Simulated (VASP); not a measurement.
# LaTe4 (F-43m) in VASP: further runs

LaTe4 is run at these levels: PBE; tasks: single point, relaxation of cell and atoms.

Everything below comes from runs of VASP 6.6.1. Logs are shortened: lines on timing, memory, paths and dates and some standing lists are left out, and cuts for length are marked.

### 1 The cell of the first run

It takes space group F-43m (No. 216, cubic). The conventional cell has a = 9.045 Å, b = 9.045 Å, c = 9.045 Å, α = 90.00°, β = 90.00°, γ = 90.00°. La (site symmetry -43m) has 12 Te at 3.71 Å within 4.9 Å. Within 3.6 Å of Te (site symmetry 3m) lie 3 Te at 2.70 Å.

### 2 Single point, PBE

Contents of INCAR:

```
  ALGO = Normal
  EDIFF = 1E-6
  ENCUT = 520
  GGA = PE
  ISIF = 2
  ISMEAR = 0
  LASPH = True
  LCHARG = False
  LREAL = False
  LWAVE = False
  NBANDS = 26
  NELM = 60
  PREC = Accurate
  SIGMA = 0.1
```

Contents of KPOINTS:

```
k-points
0
Gamma
  4 4 4
```

Contents of POSCAR:

```
LaTe4
1.0
    0.0000000000      4.5226111900      4.5226111900
    4.5226111900      0.0000000000      4.5226111900
    4.5226111900      4.5226111900      0.0000000000
La Te
1 4
Direct
    0.5000000000      0.5000000000      0.5000000000
    0.1444231500      0.1444231500      0.1444231500
    0.1444231500      0.1444231500      0.5667305600
    0.1444231500      0.5667305600      0.1444231500
    0.5667305600      0.1444231500      0.1444231500
```

Potentials or basis: VASP PAW PBE potentials, release 64 (La, Te).

Run with:

```
$ cat potpaw_PBE.64/La/POTCAR potpaw_PBE.64/Te/POTCAR > POTCAR
$ mpirun -np 1 vasp_std > vasp.out
```

OUTCAR:

```text
EDIFF = 1E-6
   ENCUT = 520
   GGA = PE
   ISIF = 2
   ISMEAR = 0
   LASPH = True
   LREAL = False
   NELM = 60
   PREC = Accurate

 ion  position               nearest neighbor table
   1  0.500  0.500  0.500-
   2  0.144  0.144  0.144-   3 2.70   4 2.70   5 2.70
   3  0.144  0.144  0.567-   2 2.70   4 2.70   5 2.70
   4  0.144  0.567  0.144-   2 2.70   3 2.70   5 2.70
   5  0.567  0.144  0.144-   2 2.70   3 2.70   4 2.70

  LATTYP: Found a face centered cubic cell.
 ALAT       =     9.0452223800

  Lattice vectors:

 A1 = (   0.0000000000,   4.5226111900,   4.5226111900)
 A2 = (   4.5226111900,   0.0000000000,   4.5226111900)
 A3 = (   4.5226111900,   4.5226111900,   0.0000000000)

Analysis of symmetry for initial positions (statically):
=====================================================================
 Subroutine PRICEL returns:
 Original cell was already a primitive cell.

 Routine SETGRP: Setting up the symmetry group for a
 face centered cubic supercell.

 Subroutine GETGRP returns: Found 24 space group operations
 (whereof 24 operations were pure point group operations)
 out of a pool of 48 trial point group operations.

The static configuration has the point symmetry T_d .

Analysis of symmetry for dynamics (positions and initial velocities):
=====================================================================
 Subroutine PRICEL returns:
 Original cell was already a primitive cell.

 Routine SETGRP: Setting up the symmetry group for a
 face centered cubic supercell.

 Subroutine GETGRP returns: Found 24 space group operations
 (whereof 24 operations were pure point group operations)
 out of a pool of 48 trial point group operations.

The dynamic configuration has the point symmetry T_d .

 Subroutine INISYM returns: Found 24 space group operations
 (whereof 24 operations are pure point group operations),
 and found     1 'primitive' translations

----------------------------------------------------------------------------------------

                                     Primitive cell

  volume of cell :     185.0111

  direct lattice vectors                    reciprocal lattice vectors
     0.000000000  4.522611190  4.522611190    -0.110555601  0.110555601  0.110555601
     4.522611190  0.000000000  4.522611190     0.110555601 -0.110555601  0.110555601
     4.522611190  4.522611190  0.000000000     0.110555601  0.110555601 -0.110555601

  length of vectors
     6.395938082  6.395938082  6.395938082     0.191487919  0.191487919  0.191487919

  position of ions in fractional coordinates (direct lattice)
     0.500000000  0.500000000  0.500000000
     0.144423150  0.144423150  0.144423150
     0.144423150  0.144423150  0.566730560
     0.144423150  0.566730560  0.144423150
     0.566730560  0.144423150  0.144423150

  ion indices of the primitive-cell ions
   primitive index   ion index
                 1           1
                 2           2
                 3           3
                 4           4
                 5           5

----------------------------------------------------------------------------------------

 KPOINTS: k-points

Automatic generation of k-mesh.
 Grid dimensions read from file:
 generate k-points for:    4    4    4

 Generating k-lattice:

  Cartesian coordinates                     Fractional coordinates (reciprocal lattice)
    -0.027638900  0.027638900  0.027638900     0.250000000  0.000000000  0.000000000
     0.027638900 -0.027638900  0.027638900     0.000000000  0.250000000  0.000000000
     0.027638900  0.027638900 -0.027638900     0.000000000  0.000000000  0.250000000

  Length of vectors
     0.047871980  0.047871980  0.047871980

  Shift w.r.t. Gamma in fractional coordinates (k-lattice)
     0.000000000  0.000000000  0.000000000

 Subroutine IBZKPT returns following result:
 ===========================================

 Found      8 irreducible k-points:

 Following reciprocal coordinates:
            Coordinates               Weight
  0.000000  0.000000  0.000000      1.000000
  0.250000  0.000000  0.000000      8.000000
  0.500000  0.000000  0.000000      4.000000
  0.250000  0.250000  0.000000      6.000000
  0.500000  0.250000  0.000000     24.000000
 -0.250000  0.250000  0.000000     12.000000
  0.500000  0.500000  0.000000      3.000000
 -0.250000  0.500000  0.250000      6.000000
   k-points           NKPTS =      8   k-points in BZ     NKDIM =      8   number of bands    NBANDS=     26
   number of dos      NEDOS =    301   number of ions     NIONS =      5
   total plane-waves  NPLWV = 110592
   dimension x,y,z NGX =    48 NGY =   48 NGZ =   48
   dimension x,y,z NGXF=    96 NGYF=   96 NGZF=   96
   ions per type =               1   4
   NGX,Y,Z   is equivalent  to a cutoff of  12.48, 12.48, 12.48 a.u.
   NGXF,Y,Z  is equivalent  to a cutoff of  24.95, 24.95, 24.95 a.u.
 SYSTEM =  unknown system
   PREC   = accura    normal or accurate (medium, high low for compatibility)
[... 43 lines left out ...]
 maximum number of plane-waves:      4994
   NGX = 23   NGY = 23   NGZ = 23

 number of electron      34.9999999 magnetization

 Free energy of the ion-electron system (eV)
  ---------------------------------------------------
  ext. energy  EPLUGINS =         0.00000000
  ---------------------------------------------------
  free energy    TOTEN  =       -14.44513764 eV

  energy without entropy =      -14.42559049  energy(sigma->0) =      -14.43536406

 E-fermi :   6.5450     XC(G=0):  -8.5352

 val. band max:        6.5408232811   @ k =   0.2500   0.0000   0.0000
 cond. band min:       6.6188231102   @ k =   0.2500   0.2500   0.0000
 fundamental gap:      0.0779998291
 Fermi energy:         6.5449738546

 k-point     1 :       0.0000    0.0000    0.0000
  band No.  band energies     occupation
      1     -27.4260      2.00000
      2     -11.1377      2.00000
      3     -11.1377      2.00000
      4     -11.1377      2.00000
      5      -9.5949      2.00000
      6      -4.5815      2.00000
[... 18 lines left out ...]
     25       7.7652      0.00000
     26       8.1408      0.00000

 k-point     2 :       0.2500    0.0000    0.0000
  band No.  band energies     occupation
      1     -27.4259      2.00000
      2     -11.1708      2.00000
      3     -11.1395      2.00000
      4     -11.1395      2.00000
      5      -9.5030      2.00000
      6      -4.9273      2.00000
[... 18 lines left out ...]
     25       7.5973      0.00000
     26       7.9045      0.00000

 k-point     3 :       0.5000    0.0000    0.0000
  band No.  band energies     occupation
      1     -27.4258      2.00000
      2     -11.2013      2.00000
      3     -11.1412      2.00000
      4     -11.1412      2.00000
      5      -9.4102      2.00000
      6      -5.2166      2.00000
[... 18 lines left out ...]
     25       7.5836      0.00000
     26       7.6963      0.00000

 k-point     4 :       0.2500    0.2500    0.0000
  band No.  band energies     occupation
      1     -27.4259      2.00000
      2     -11.1756      2.00000
      3     -11.1428      2.00000
      4     -11.1428      2.00000
      5      -9.4729      2.00000
      6      -5.0137      2.00000
[... 18 lines left out ...]
     25       7.6078      0.00000
     26       7.7739      0.00000

 k-point     5 :       0.5000    0.2500    0.0000
  band No.  band energies     occupation
      1     -27.4258      2.00000
      2     -11.2016      2.00000
      3     -11.1479      2.00000
      4     -11.1445      2.00000
      5      -9.3808      2.00000
      6      -5.2564      2.00000
[... 18 lines left out ...]
     25       7.5850      0.00000
     26       7.6147      0.00000

 k-point     6 :      -0.2500    0.2500    0.0000
  band No.  band energies     occupation
      1     -27.4258      2.00000
      2     -11.1943      2.00000
      3     -11.1480      2.00000
      4     -11.1412      2.00000
      5      -9.4113      2.00000
      6      -5.1639      2.00000
[... 18 lines left out ...]
     25       7.5689      0.00000
     26       7.6157      0.00000

 k-point     7 :       0.5000    0.5000    0.0000
  band No.  band energies     occupation
      1     -27.4258      2.00000
      2     -11.2085      2.00000
      3     -11.1479      2.00000
      4     -11.1479      2.00000
      5      -9.3503      2.00000
      6      -5.3697      2.00000
[... 18 lines left out ...]
     25       7.5931      0.00000
     26       7.5934      0.00000

 k-point     8 :      -0.2500    0.5000    0.2500
  band No.  band energies     occupation
      1     -27.4257      2.00000
      2     -11.2065      2.00000
      3     -11.1498      2.00000
      4     -11.1482      2.00000
      5      -9.3505      2.00000
      6      -5.3112      2.00000
[... 18 lines left out ...]
     25       7.5879      0.00000
     26       7.6847      0.00000

------------------------ aborting loop because EDIFF is reached ----------------------------------------

  FORCE on cell =-STRESS in cart. coord.  units (eV):
  Direction    XX          YY          ZZ          XY          YZ          ZX
  --------------------------------------------------------------------------------------
  -------------------------------------------------------------------------------------
  Total       12.9143355     12.9143355     12.9143355     -0.0000000     -0.0000000      0.0000000
  in kB      111.8368410    111.8368410    111.8368410     -0.0000000     -0.0000000      0.0000000
  external PRESSURE =     111.8368410 kB  Pullay stress =       0.0000000 kB

 VOLUME and BASIS-vectors are now :
 -----------------------------------------------------------------------------
  energy-cutoff  :      520.00
  volume of cell :      185.01
      direct lattice vectors                 reciprocal lattice vectors
     0.000000000  4.522611190  4.522611190    -0.110555601  0.110555601  0.110555601
     4.522611190  0.000000000  4.522611190     0.110555601 -0.110555601  0.110555601
     4.522611190  4.522611190  0.000000000     0.110555601  0.110555601 -0.110555601

 POSITION                                       TOTAL-FORCE (eV/Angst)
 -----------------------------------------------------------------------------------
      4.52261      4.52261      4.52261         0.000000      0.000000      0.000000
      1.30634      1.30634      1.30634        -4.624692     -4.624692     -4.624692
      3.21627      3.21627      1.30634         4.624692      4.624692     -4.624692
      3.21627      1.30634      3.21627         4.624692     -4.624692      4.624692
      1.30634      3.21627      3.21627        -4.624692      4.624692      4.624692
 -----------------------------------------------------------------------------------
    total drift:                               -0.000028     -0.000028     -0.000028

  FREE ENERGIE OF THE ION-ELECTRON SYSTEM (eV)
  ---------------------------------------------------
  free  energy   TOTEN  =       -14.4451376352 eV

  energy  without entropy=      -14.4255904923  energy(sigma->0) =      -14.43536406
```

Wall time 2.5 min (1 thread of Intel Xeon Platinum 8259CL at 2.50GHz (Skylake/Cascade Lake), shared host); peak memory 0.34 GiB.

What came out:

```
Free energy   : -14.4451 eV
Pressure      : 11.2 GPa
Largest force : 8.010 eV/Å
```

Forces on the atoms (eV/Å):
```
La   0.000  0.000  0.000
Te  -4.625 -4.625 -4.625
Te   4.625  4.625 -4.625
Te   4.625 -4.625  4.625
Te  -4.625  4.625  4.625
```

Levels at points of the mesh, in eV from the Fermi level:
| k point | band 14 | band 15 | band 16 | band 17 | band 18 | band 19 | band 20 | band 21 |
| --- | --- | --- | --- | --- | --- | --- | --- | --- |
| (0.00, 0.00, 0.00) | -4.45 | 0.31 | 0.64 | 0.64 | 0.64 | 0.96 | 0.99 | 0.99 |
| (0.50, 0.00, 0.00) | -3.86 | -1.51 | -1.35 | -1.35 | 0.33 | 0.74 | 0.99 | 0.99 |
| (0.50, 0.50, 0.00) | -3.46 | -1.81 | -1.52 | -1.21 | -1.21 | 0.79 | 0.79 | 0.96 |

Caveat: spin-orbit coupling is left out, which moves the levels of the heavy elements; forces of over 1 eV/Å act on the atoms, so gaps and moduli don't describe the material at rest.

### 3 Single point, PBE

This run uses another cell than the first one, of 38.07 Å³/atom, 1.029 times its volume.

Contents of INCAR:

```
ALGO = Normal ; EDIFF = 1E-7
ENCUT = 520 ; GGA = PE
ISIF = 2 ; ISMEAR = 0
LASPH = True ; LCHARG = False
LREAL = False ; LWAVE = False
NBANDS = 26 ; NELM = 80
PREC = Accurate ; SIGMA = 0.1
```

KPOINTS is that of step 2.

Contents of POSCAR:

```
LaTe4
1.0
    0.0000000000      4.5655581777      4.5655581777
    4.5655581777      0.0000000000      4.5655581777
    4.5655581777      4.5655581777      0.0000000000
La Te
1 4
Direct
    0.5000000000      0.5000000000      0.5000000000
    0.1252496163      0.1252496163      0.1252496163
    0.1252496163      0.1252496163      0.6242511510
    0.1252496163      0.6242511510      0.1252496163
    0.6242511510      0.1252496163      0.1252496163
```

Potentials or basis: VASP PAW PBE potentials, release 64 (La, Te).

Run with:

```
$ cat potpaw_PBE.64/La/POTCAR potpaw_PBE.64/Te/POTCAR > POTCAR
$ mpirun -np 1 vasp_std > vasp.out
```

Run time: 83 s. Hardware: 1 thread of Intel Xeon Platinum 8259CL at 2.50GHz (Skylake/Cascade Lake), shared host; peak memory 0.33 GiB.

Results (log left out):

```
Free energy   : -18.5762 eV
Pressure      : 0.0 GPa
Largest force : 0.007 eV/Å
```

Forces in eV/Å, atoms in the order of the input:
```
La   0.000  0.000  0.000
Te   0.004  0.004  0.004
Te  -0.004 -0.004  0.004
Te  -0.004  0.004 -0.004
Te   0.004 -0.004 -0.004
```

Levels at points of the mesh, in eV from the Fermi level:
```tsv
k point	band 14	band 15	band 16	band 17	band 18	band 19	band 20	band 21
(0.00, 0.00, 0.00)	-3.83	0.27	0.55	0.55	0.55	0.82	0.82	0.82
(0.50, 0.00, 0.00)	-2.52	-2.25	-2.12	-2.12	0.46	0.65	0.81	0.81
(0.50, 0.50, 0.00)	-2.47	-2.44	-2.22	-2.22	-1.90	0.77	0.77	0.78
```

Caveat: spin-orbit coupling is left out, which moves the levels of the heavy elements.

### 4 Single point, PBE

This run uses another cell than the first one, of 37.87 Å³/atom, 1.023 times its volume.

Contents of INCAR:

```
SYSTEM = LaTe4
  ALGO = Normal
  EDIFF = 1E-6
  ENCUT = 520
  GGA = PE
  ISIF = 2
  ISMEAR = 0
  LASPH = .True.
  LCHARG = .True.
  LELF = .True.
  LREAL = .False.
  LVHAR = .True.
  LWAVE = .False.
  NBANDS = 26
  NELM = 80
  PREC = Accurate
  SIGMA = 0.1
```

Contents of KPOINTS:

```
k-points
0
Gamma
  8 8 8
  0 0 0
```

Contents of POSCAR:

```
LaTe4
1.0
    0.0000000000      4.5577286305      4.5577286305
    4.5577286305      0.0000000000      4.5577286305
    4.5577286305      4.5577286305      0.0000000000
La Te
1 4
Direct
    0.5000000000      0.5000000000      0.5000000000
    0.8749106465      0.3752680605      0.8749106465
    0.8749106465      0.8749106465      0.8749106465
    0.3752680605      0.8749106465      0.8749106465
    0.8749106465      0.8749106465      0.3752680605
```

Run with:

```
$ cat potpaw_PBE.64/La/POTCAR potpaw_PBE.64/Te/POTCAR > POTCAR
$ mpirun -np 1 vasp_std > vasp.out
```

Run time: 3.9 min. Hardware: 1 thread of Intel Xeon Platinum 8259CL at 2.50GHz (Skylake/Cascade Lake), shared host; peak memory 0.41 GiB.

Results (log left out):

```
Free energy : -18.7667 eV
Pressure    : 0.0 GPa
```

Levels at points of the mesh, in eV from the Fermi level:
| k point | band 14 | band 15 | band 16 | band 17 | band 18 | band 19 | band 20 | band 21 | band 22 | band 23 |
| --- | --- | --- | --- | --- | --- | --- | --- | --- | --- | --- |
| (0.00, 0.00, 0.00) | -4.04 | 0.07 | 0.34 | 0.34 | 0.34 | 0.60 | 0.60 | 0.60 | 0.65 | 1.17 |
| (0.50, 0.00, 0.00) | -2.71 | -2.38 | -2.32 | -2.32 | 0.23 | 0.44 | 0.60 | 0.60 | 0.62 | 0.63 |
| (0.50, 0.50, 0.00) | -2.68 | -2.58 | -2.40 | -2.40 | -2.09 | 0.55 | 0.55 | 0.56 | 0.59 | 0.62 |

Caveat: spin-orbit coupling is left out, which moves the levels of the heavy elements.

### 5 Relaxation of cell and atoms, PBE

This run uses another cell than the first one, of 38.07 Å³/atom, 1.029 times its volume.

Contents of INCAR:

```
SYSTEM = LaTe4
  PREC = Accurate
  ENCUT = 600
  EDIFF = 1E-7
  ISMEAR = 0
  SIGMA = 0.1
  LREAL = .False.
  LASPH = .True.
  NELM = 80
  ALGO = Normal
  ISIF = 3
  LWAVE = .False.
  LCHARG = .False.
  GGA = PE
  IBRION = 2
  NSW = 100
  EDIFFG = -0.01
```

Contents of KPOINTS:

```
regular mesh
0
Gamma
  8 8 8
  0 0 0
```

Contents of POSCAR:

```
LaTe4
1.0
    0.0000000000      4.5655581777      4.5655581777
    4.5655581777      0.0000000000      4.5655581777
    4.5655581777      4.5655581777      0.0000000000
La Te
1 4
Direct
    0.5000000000      0.5000000000      0.5000000000
    0.8747503837      0.3757488490      0.8747503837
    0.8747503837      0.8747503837      0.8747503837
    0.3757488490      0.8747503837      0.8747503837
    0.8747503837      0.8747503837      0.3757488490
```

Run with:

```
$ cat potpaw_PBE.64/La/POTCAR potpaw_PBE.64/Te/POTCAR > POTCAR
$ mpirun -np 1 vasp_std > vasp.out
```

Wall time 22 min (1 thread of Intel Xeon Platinum 8259CL at 2.50GHz (Skylake/Cascade Lake), shared host); peak memory 0.53 GiB.

It converged, with:

```
Free energy                            : -18.7672 eV
Relaxed volume                         : 37.83 Å³/atom
Relaxed cell                           : a = 6.443 Å, b = 6.443 Å, c = 6.443 Å, α = 60.00°, β = 60.00°, γ = 60.00°
Space group after relaxing (to 0.05 Å) : F-43m (No. 216)
Energy gained by relaxing              : 0.2 meV/atom
Ionic steps                            : 5
Pressure after relaxing                : 0.0 GPa
```

Forces on the atoms (eV/Å):
```
La   0.000  0.000  0.000
Te  -0.002  0.002 -0.002
Te   0.002  0.002  0.002
Te   0.002 -0.002 -0.002
Te  -0.002 -0.002  0.002
```

Step by step:
```csv
step,energy change (eV),largest force (eV/Å),pressure (GPa),volume (Å³)
1,0.0000,0.0414,-0.23,190.33
2,-0.0010,0.0115,0.07,188.80
3,-0.0011,0.0170,0.02,189.07
4,-0.0011,0.0175,0.01,189.09
5,-0.0011,0.0028,0.00,189.14
```

Final structure:
```cif
data_structure
_symmetry_space_group_name_H-M 'P 1'
_symmetry_Int_Tables_number 1
_cell_length_a 6.4432
_cell_length_b 6.4432
_cell_length_c 6.4432
_cell_angle_alpha 60.000
_cell_angle_beta 60.000
_cell_angle_gamma 60.000
_cell_volume 189.14
loop_
_atom_site_label
_atom_site_type_symbol
_atom_site_fract_x
_atom_site_fract_y
_atom_site_fract_z
_atom_site_occupancy
La1 La 0.50000 0.50000 0.50000 1
Te1 Te 0.87491 0.37528 0.87491 1
Te2 Te 0.87491 0.87491 0.87491 1
Te3 Te 0.37528 0.87491 0.87491 1
Te4 Te 0.87491 0.87491 0.37528 1
```

Levels at points of the mesh, in eV from the Fermi level:
```csv
k point,band 15,band 16,band 17,band 18,band 19,band 20,band 21
"(0.00, 0.00, 0.00)",0.07,0.34,0.34,0.34,0.60,0.60,0.60
"(0.50, 0.00, 0.00)",-2.38,-2.33,-2.33,0.23,0.44,0.60,0.60
"(0.50, 0.50, 0.00)",-2.59,-2.40,-2.40,-2.09,0.55,0.55,0.56
```

Caveat: spin-orbit coupling is left out, which moves the levels of the heavy elements.

### 6 Overview

| task | cell | k mesh | cutoff (eV) | gap on the mesh (eV) | pressure (GPa) | largest force (eV/Å) |
| --- | --- | --- | --- | --- | --- | --- |
| single point | a = 6.396 Å, angles 60.0°, 5 atoms | 4 × 4 × 4 | 520 | none | 11.2 | 8.01 |
| single point | a = 6.457 Å, angles 60.0°, 5 atoms | 4 × 4 × 4 | 520 | none | 0.0 | 0.01 |
| single point | a = 6.446 Å, angles 60.0°, 5 atoms | 8 × 8 × 8 | 520 | none | 0.0 | - |
| relaxation of cell and atoms | relaxed from a = 6.457 Å, angles 60.0°, 5 atoms | 8 × 8 × 8 | 600 | none | 0.0 | - |

Alike in all rows: level PBE; potentials or basis VASP PAW PBE potentials, release 64 (La, Te); no spin polarisation; smearing gaussian 0.1 eV.

Caveats: spin-orbit coupling is left out, which moves the levels of the heavy elements; forces of over 1 eV/Å act on the atoms, so gaps and moduli don't describe the material at rest (some runs).

Total energies depend on the potentials used, so only differences within one code and one set of settings carry meaning.
